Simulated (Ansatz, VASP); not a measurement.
## One calculation of Zr, two programs

File INCAR:

```
  ALGO = Normal
  EDIFF = 1E-6
  ENCUT = 520
  GGA = PS
  ISIF = 2
  ISMEAR = 0
  LASPH = True
  LCHARG = False
  LREAL = False
  LWAVE = False
  NBANDS = 19
  NELM = 60
  PREC = Accurate
  SIGMA = 0.1
```

Contents of KPOINTS:

```
k-points
0
Gamma
  15 15 10
```

Contents of POSCAR:

```
Zr
1.0
    3.0882984772      0.0000000000      0.0000000000
   -1.5441492386      2.6745449358      0.0000000000
    0.0000000000      0.0000000000      4.8862900020
Zr
2
Direct
    0.3333333333      0.6666666667      0.2500000000
    0.6666666667      0.3333333333      0.7500000000
```

Input for Ansatz:

```yaml
crystal:
  lattice:
    - [3.0882984772, 0.0, 0.0]
    - [-1.5441492386, 2.6745449358, 0.0]
    - [0.0, 0.0, 4.886290002]
  atoms:
    - { symbol: Zr, position: [0.3333333333, 0.6666666667, 0.25] }
    - { symbol: Zr, position: [0.6666666667, 0.3333333333, 0.75] }
basis:
  ecutwfc: 420
kpoints:
  mp_grid: { grid: [15, 15, 10] }
hamiltonian:
  xc: pbesol
scf:
  occupations: { method: gaussian, width: 0.1 }
output:
  forces: true
  stress: true
  eigenvalues: true
```

Alike in both runs: task single point; functional PBEsol; k mesh 15 × 15 × 10; occupations gaussian, width 0.1 eV; no spin polarisation.

```csv
,VASP,Ansatz
version,VASP 6.6.1,Ansatz 0.2.0
potentials or method,"VASP PAW PBE potentials, release 64 (Zr_sv), cutoff 520 eV","scalar-relativistic, plane waves, PAW"
valence electrons in the cell,24,24
```

|  | VASP | Ansatz | Ansatz less VASP |
| --- | --- | --- | --- |
| gap on the k mesh at the Fermi level (eV) | none | none | - |
| pressure (GPa) | 12.9 | 12.8 | -0.08 |
| traceless stress, the component that is largest in VASP (GPa) | 2.33 | 2.32 | -0.003 |

VASP's potentials were made for PBE, not for PBEsol. A gap of «none» marks a metal or a gap that the smearing closes.
